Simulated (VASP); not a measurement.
# TeW (P6/mmm) in VASP: single point with PBE

Aim: the single point of TeW with PBE.

Program: VASP 6.6.1. These are calculated values, not measurements. Logs are shortened: lines on timing, memory, paths and dates and some standing lists are left out, and cuts for length are marked.

**1. The cell of the first run**

It takes space group P6/mmm (No. 191, hexagonal). The conventional cell has a = 2.953 Å, b = 2.953 Å, c = 5.639 Å, α = 90.00°, β = 90.00°, γ = 120.00°. Within 3.7 Å of Te (site symmetry 6/mmm) lie 2 W at 2.82 Å and 6 Te at 2.95 Å. Within 3.7 Å of W (site symmetry 6/mmm) lie 2 Te at 2.82 Å and 6 W at 2.95 Å.

The cell was generated, and may not be a known phase.

**2. Single point, PBE**

Contents of INCAR:

```
SYSTEM = TeW
  PREC = Accurate
  ENCUT = 500
  EDIFF = 1E-6
  ISMEAR = 0
  SIGMA = 0.2
  LREAL = .FALSE.
  LASPH = .TRUE.
  NELM = 120
  ALGO = Normal
  ISIF = 2
  LWAVE = .FALSE.
  LCHARG = .FALSE.
  GGA = PE
  NBANDS = 28
  GGA_COMPAT = .FALSE.
```

Contents of KPOINTS:

```
Automatic mesh
0
G
  5 5 3
  0 0 0
```

Contents of POSCAR:

```
TeW
1.0
    2.9533654202     -0.0000000020      0.0000000000
   -1.4766827083      2.5576894816      0.0000000000
    0.0000000000      0.0000000000     11.2773452562
Te W
2 2
Direct
    0.0000000000      0.0000000000      0.0000000000
    0.0000000000      0.0000000000      0.5000000000
    0.0000000000      0.0000000000      0.7500194507
    0.0000000000      0.0000000000      0.2499805493
```

Potentials or basis: VASP PAW PBE potentials, release 64 (Te, W_sv).

Command:

```bash
> cat potpaw_PBE.64/Te/POTCAR potpaw_PBE.64/W_sv/POTCAR > POTCAR
> mpirun -np 1 vasp_std > vasp.out
```

OUTCAR:

```text
SYSTEM = TeW
   PREC = Accurate
   ENCUT = 500
   EDIFF = 1E-6
   ISMEAR = 0
   LREAL = .FALSE.
   LASPH = .TRUE.
   NELM = 120
   ISIF = 2
   GGA = PE

 ion  position               nearest neighbor table
   1  0.000  0.000  0.000-   3 2.82   4 2.82
   2  0.000  0.000  0.500-   3 2.82   4 2.82
   3  0.000  0.000  0.750-   1 2.82   2 2.82
   4  0.000  0.000  0.250-   1 2.82   2 2.82

  LATTYP: Found a hexagonal cell.
 ALAT       =     2.9533654202
 C/A-ratio  =     3.8184727088

  Lattice vectors:

 A1 = (   2.9533654202,  -0.0000000020,   0.0000000000)
 A2 = (  -1.4766827083,   2.5576894816,   0.0000000000)
 A3 = (   0.0000000000,   0.0000000000,  11.2773452562)

Analysis of symmetry for initial positions (statically):
=====================================================================
 Subroutine PRICEL returns:
 Original cell was already a primitive cell.

 Routine SETGRP: Setting up the symmetry group for a
 hexagonal supercell.

 Subroutine GETGRP returns: Found 24 space group operations
 (whereof 24 operations were pure point group operations)
 out of a pool of 24 trial point group operations.

The static configuration has the point symmetry D_6h.

Analysis of symmetry for dynamics (positions and initial velocities):
=====================================================================
 Subroutine PRICEL returns:
 Original cell was already a primitive cell.

 Routine SETGRP: Setting up the symmetry group for a
 hexagonal supercell.

 Subroutine GETGRP returns: Found 24 space group operations
 (whereof 24 operations were pure point group operations)
 out of a pool of 24 trial point group operations.

The dynamic configuration has the point symmetry D_6h.

 Subroutine INISYM returns: Found 24 space group operations
 (whereof 24 operations are pure point group operations),
 and found     1 'primitive' translations

----------------------------------------------------------------------------------------

                                     Primitive cell

  volume of cell :      85.1867

  direct lattice vectors                    reciprocal lattice vectors
     2.953365420 -0.000000002  0.000000000     0.338596773  0.195488938  0.000000000
    -1.476682708  2.557689482  0.000000000     0.000000000  0.390977876  0.000000000
     0.000000000  0.000000000 11.277345256     0.000000000  0.000000000  0.088673352

  length of vectors
     2.953365420  2.953365420 11.277345256     0.390977876  0.390977876  0.088673352

  position of ions in fractional coordinates (direct lattice)
     0.000000000  0.000000000  0.000000000
     0.000000000  0.000000000  0.500000000
     0.000000000  0.000000000  0.750019451
     0.000000000  0.000000000  0.249980549

  ion indices of the primitive-cell ions
   primitive index   ion index
                 1           1
                 2           2
                 3           3
                 4           4

----------------------------------------------------------------------------------------

 KPOINTS: Automatic mesh

Automatic generation of k-mesh.
 Grid dimensions read from file:
 generate k-points for:    5    5    3

 Generating k-lattice:

  Cartesian coordinates                     Fractional coordinates (reciprocal lattice)
     0.067719355  0.039097788  0.000000000     0.200000000  0.000000000  0.000000000
     0.000000000  0.078195575  0.000000000    -0.000000000  0.200000000  0.000000000
     0.000000000  0.000000000  0.029557784     0.000000000  0.000000000  0.333333333

  Length of vectors
     0.078195575  0.078195575  0.029557784

  Shift w.r.t. Gamma in fractional coordinates (k-lattice)
     0.000000000  0.000000000  0.000000000

 Subroutine IBZKPT returns following result:
 ===========================================

 Found     10 irreducible k-points:

 Following reciprocal coordinates:
            Coordinates               Weight
  0.000000  0.000000  0.000000      1.000000
  0.200000  0.000000  0.000000      6.000000
  0.400000  0.000000  0.000000      6.000000
  0.200000  0.200000  0.000000      6.000000
  0.400000  0.200000  0.000000      6.000000
  0.000000  0.000000  0.333333      2.000000
  0.200000  0.000000  0.333333     12.000000
  0.400000  0.000000  0.333333     12.000000
  0.200000  0.200000  0.333333     12.000000
  0.400000  0.200000  0.333333     12.000000
   k-points           NKPTS =     10   k-points in BZ     NKDIM =     10   number of bands    NBANDS=     28
   number of dos      NEDOS =    301   number of ions     NIONS =      4
   total plane-waves  NPLWV =  48384
   dimension x,y,z NGX =    24 NGY =   24 NGZ =   84
   dimension x,y,z NGXF=    48 NGYF=   48 NGZF=  168
   ions per type =               2   2
   NGX,Y,Z   is equivalent  to a cutoff of  13.51, 13.51, 12.38 a.u.
   NGXF,Y,Z  is equivalent  to a cutoff of  27.02, 27.02, 24.77 a.u.
 SYSTEM =  TeW
   PREC   = accura    normal or accurate (medium, high low for compatibility)
   ISTART =      0    job   : 0-new  1-cont  2-samecut
   ICHARG =      2    charge: 1-file 2-atom 10-const
   ISPIN  =      1    spin polarized calculation?
   LNONCOLLINEAR =      F non collinear calculations
   LSORBIT =      F    spin-orbit coupling
   LASPH  =      T    aspherical Exc in radial PAW
   ENCUT  =  500.0 eV  36.75 Ry    6.06 a.u.   5.38  5.38 20.56*2*pi/ulx,y,z
   NELM   =    120;   NELMIN=  2; NELMDL= -5     # of ELM steps
   EDIFF  = 0.1E-05   stopping-criterion for ELM
   LREAL  =      F    real-space projection
   EDIFFG = 0.1E-04   stopping-criterion for IOM
   NSW    =      0    number of steps for IOM
   IBRION =     -1    ionic relax: 0-MD 1-quasi-New 2-CG
   NFREE  =      0    steps in history (QN), initial steepest desc. (CG)
   ISIF   =      2    stress and relaxation
   ISYM   =      2    0-nonsym 1-usesym 2-fastsym
   POTIM  = 0.5000    time-step for ionic-motion
   TEBEG  =    0.0;   TEEND  =   0.0 temperature during run
   PSTRESS=    0.0 pullay stress
   NELECT =      40.0000    total number of electrons
   NUPDOWN=      -1.0000    fix difference up-down
   EMIN   =  10.00;   EMAX   =-10.00  energy-range for DOS
   EFERMI =   0.00;   METHOD = LEGACY
   ISMEAR =     0;   SIGMA  =   0.20  broadening in eV -4-tet -1-fermi 0-gaus
   EFERMI_NEDOS =   21; number of points for ismear=-14 and -15
   IALGO  =     38    algorithm
   IMIX   =      4    mixing-type and parameters
     AMIX     =   0.40;   BMIX     =  1.00
     AMIX_MAG =   1.60;   BMIX_MAG =  1.00
  volume/ion in A,a.u.               =      21.30       143.72
  Fermi-wavevector in a.u.,A,eV,Ry     =   1.272441  2.404564 22.029264  1.619105
  Thomas-Fermi vector in A             =   2.405319
   LORBIT       =      0    0 simple, 1 ext, 2 COOP (PROOUT), +10 PAW based schemes
   GGA     = PE    functional components
   LHFCALC =     F    Hartree Fock is set to
   AEXX    =    0.0000 exact exchange contribution
   IVDW    =     0    specifies the selected vdW correction
   LEPSILON=     F    determine dielectric tensor
   LRPA    =     F    only Hartree local field effects (RPA)
 non-spin polarized calculation
 Gauss-broadening in eV      SIGMA  =   0.20
  energy-cutoff  :      500.00
  volume of cell :       85.19
 maximum number of plane-waves:      2201
 NGX is ok and might be reduce to    24
   NGX = 11   NGY = 11   NGZ = 41

 number of electron      40.0000004 magnetization

 Free energy of the ion-electron system (eV)
  ---------------------------------------------------
  ext. energy  EPLUGINS =         0.00000000
  ---------------------------------------------------
  free energy    TOTEN  =       -27.36184155 eV

  energy without entropy =      -27.28276240  energy(sigma->0) =      -27.32230198

 E-fermi :   9.9812     XC(G=0): -11.6476

 val. band max:        9.9296735813   @ k =   0.4000   0.2000   0.3333
 cond. band min:      10.0025835307   @ k =   0.4000   0.0000   0.0000
 fundamental gap:      0.0729099494
 Fermi energy:         9.9811888036

 k-point     1 :       0.0000    0.0000    0.0000
  band No.  band energies     occupation
      1     -64.1824      2.00000
      2     -64.1823      2.00000
      3     -28.5805      2.00000
      4     -28.5798      2.00000
      5     -27.9148      2.00000
      6     -27.9148      2.00000
[... 20 lines left out ...]
     27      15.4247      0.00000
     28      16.1010      0.00000

 k-point     2 :       0.2000    0.0000    0.0000
  band No.  band energies     occupation
      1     -64.1676      2.00000
      2     -64.1675      2.00000
      3     -28.5517      2.00000
      4     -28.5509      2.00000
      5     -28.1273      2.00000
      6     -28.1272      2.00000
[... 20 lines left out ...]
     27      14.3522      0.00000
     28      14.7477      0.00000

 k-point     3 :       0.4000    0.0000    0.0000
  band No.  band energies     occupation
      1     -64.1436      2.00000
      2     -64.1436      2.00000
      3     -28.5049      2.00000
      4     -28.5038      2.00000
      5     -28.4584      2.00000
      6     -28.4583      2.00000
[... 20 lines left out ...]
     27      13.7250      0.00000
     28      15.3858      0.00000

 k-point     4 :       0.2000    0.2000    0.0000
  band No.  band energies     occupation
      1     -64.1482      2.00000
      2     -64.1482      2.00000
      3     -28.5139      2.00000
      4     -28.5128      2.00000
      5     -28.3426      2.00000
      6     -28.3425      2.00000
[... 144 lines left out ...]
     27      13.7198      0.00000
     28      13.8486      0.00000

 k-point     9 :       0.2000    0.2000    0.3333
  band No.  band energies     occupation
      1     -64.1482      2.00000
      2     -64.1482      2.00000
      3     -28.5136      2.00000
      4     -28.5131      2.00000
      5     -28.3426      2.00000
      6     -28.3426      2.00000
[... 20 lines left out ...]
     27      13.6064      0.00000
     28      14.1087      0.00000

 k-point    10 :       0.4000    0.2000    0.3333
  band No.  band energies     occupation
      1     -64.1362      2.00000
      2     -64.1362      2.00000
      3     -28.4901      2.00000
      4     -28.4895      2.00000
      5     -28.4438      2.00000
      6     -28.4438      2.00000
[... 20 lines left out ...]
     27      14.6049      0.00000
     28      15.5092      0.00000

------------------------ aborting loop because EDIFF is reached ----------------------------------------

  FORCE on cell =-STRESS in cart. coord.  units (eV):
  Direction    XX          YY          ZZ          XY          YZ          ZX
  --------------------------------------------------------------------------------------
  -------------------------------------------------------------------------------------
  Total       -0.0428126     -0.0428126     -0.0029521     -0.0000000      0.0000000      0.0000000
  in kB       -0.8052128     -0.8052128     -0.0555230     -0.0000000      0.0000000      0.0000000
  external PRESSURE =      -0.5553162 kB  Pullay stress =       0.0000000 kB

 VOLUME and BASIS-vectors are now :
 -----------------------------------------------------------------------------
  energy-cutoff  :      500.00
  volume of cell :       85.19
      direct lattice vectors                 reciprocal lattice vectors
     2.953365420 -0.000000002  0.000000000     0.338596773  0.195488938  0.000000000
    -1.476682708  2.557689482  0.000000000     0.000000000  0.390977876  0.000000000
     0.000000000  0.000000000 11.277345256     0.000000000  0.000000000  0.088673352

 POSITION                                       TOTAL-FORCE (eV/Angst)
 -----------------------------------------------------------------------------------
      0.00000      0.00000      0.00000         0.000000     -0.000000      0.000000
      0.00000      0.00000      5.63867         0.000000     -0.000000      0.000000
      0.00000      0.00000      8.45823        -0.000000     -0.000000     -0.001803
      0.00000      0.00000      2.81912        -0.000000      0.000000      0.001803
 -----------------------------------------------------------------------------------
    total drift:                                0.000000      0.000000      0.000000

  FREE ENERGIE OF THE ION-ELECTRON SYSTEM (eV)
  ---------------------------------------------------
  free  energy   TOTEN  =       -27.3618415543 eV

  energy  without entropy=      -27.2827623973  energy(sigma->0) =      -27.32230198
```

It took 20 s on 1 thread of AMD EPYC 7R13 (Zen 3), shared host; peak memory 0.18 GiB.

Results:

* Free energy: -27.3618 eV
* Pressure: -0.1 GPa
* Band gap on the k mesh: zero (bands 20 and 21 overlap by 2.84 eV)

Levels at points of the mesh, in eV from the Fermi level:
| k point | band 16 | band 17 | band 18 | band 19 | band 20 | band 21 | band 22 | band 23 |
| --- | --- | --- | --- | --- | --- | --- | --- | --- |
| (0.00, 0.00, 0.00) | -0.11 | -0.11 | -0.11 | -0.11 | 1.81 | 1.81 | 2.09 | 2.09 |

Caveat: the k points lie up to 0.49 Å⁻¹ apart, too coarse for converged energies and pressures of a metal; spin-orbit coupling is left out, which moves the levels of the heavy elements.

The gap in the log of VASP goes by the Fermi energy; the results here count the filled bands.